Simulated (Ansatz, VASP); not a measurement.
## SiC: VASP beside Ansatz

Contents of INCAR:

```
SYSTEM = SiC
ALGO = Normal
EDIFF = 1E-6
ENCUT = 520
GGA = CA
ISIF = 2
ISMEAR = -1
LASPH = .TRUE.
LCHARG = .FALSE.
LREAL = .FALSE.
LWAVE = .FALSE.
NBANDS = 26
NELM = 100
PREC = Accurate
SIGMA = 0.05
```

File KPOINTS:

```
k-points
0
G
  10 10 3
  0 0 0
```

The input POSCAR:

```
SiC
1.0
    3.0756941497      0.0000000000      0.0000000000
   -1.5378470748      2.6636292679      0.0000000000
    0.0000000000      0.0000000000     10.0706464800
Si C
4 4
Direct
    0.0000000000      0.0000000000      0.1878943800
    0.0000000000      0.0000000000      0.6878943800
    0.3333333333      0.6666666667      0.4378419800
    0.6666666667      0.3333333333      0.9378419800
    0.0000000000      0.0000000000      0.0004600500
    0.0000000000      0.0000000000      0.5004600500
    0.3333333333      0.6666666667      0.2498025900
    0.6666666667      0.3333333333      0.7498025900
```

The input input.yaml:

```yaml
crystal:
  lattice:
    - [3.0756941497, 0.0, 0.0]
    - [-1.5378470748, 2.6636292679, 0.0]
    - [0.0, 0.0, 10.07064648]
  atoms:
    - { symbol: Si, position: [0.0, 0.0, 0.18789438] }
    - { symbol: Si, position: [0.0, 0.0, 0.68789438] }
    - { symbol: Si, position: [0.3333333333, 0.6666666667, 0.43784198] }
    - { symbol: Si, position: [0.6666666667, 0.3333333333, 0.93784198] }
    - { symbol: C, position: [0.0, 0.0, 0.00046005] }
    - { symbol: C, position: [0.0, 0.0, 0.50046005] }
    - { symbol: C, position: [0.3333333333, 0.6666666667, 0.24980259] }
    - { symbol: C, position: [0.6666666667, 0.3333333333, 0.74980259] }
hamiltonian:
  xc: lda
  pseudopotentials: { kind: paw }
kpoints:
  mp_grid: { grid: [10, 10, 3] }
  band_path:
    path:
      - [[0.0, 0.0, 0.0], [0.5, 0.0, 0.0], [0.3333333333, 0.3333333333, 0.0], [0.0, 0.0, 0.0], [0.0, 0.0, 0.5], [0.5, 0.0, 0.5], [0.3333333333, 0.3333333333, 0.5], [0.0, 0.0, 0.5]]
      - [[0.5, 0.0, 0.5], [0.5, 0.0, 0.0]]
      - [[0.3333333333, 0.3333333333, 0.0], [0.3333333333, 0.3333333333, 0.5]]
    npoints: 10
scf:
  occupations: { method: fermi_dirac, width: 0.05 }
  n_extra_bands: 20
output:
  forces: true
  stress: true
  eigenvalues: true
  fatbands: true
```

Alike in both runs: functional LDA; k mesh 10 × 10 × 3; occupations fermi-dirac, width 0.05 eV; no spin polarisation.

```csv
,VASP,Ansatz
version,VASP 6.6.1,Ansatz 0.2.0
potentials or method,"VASP PAW LDA potentials, release 64 (Si, C)",Ansatz PAW
plane-wave cutoff (eV),520,420
valence electrons in the cell,32,32
task,single point,band structure
```

|  | VASP | Ansatz | Ansatz less VASP |
| --- | --- | --- | --- |
| gap on the k mesh at the Fermi level (eV) | 2.17 | 2.18 | +0.010 |
| least direct gap on the mesh (eV) | 3.29 | 3.30 | +0.011 |
| pressure (GPa) | -3.4 | -3.8 | -0.39 |

LDA's correlation is that of Perdew and Zunger in VASP and of Perdew and Wang (1992) in Ansatz.
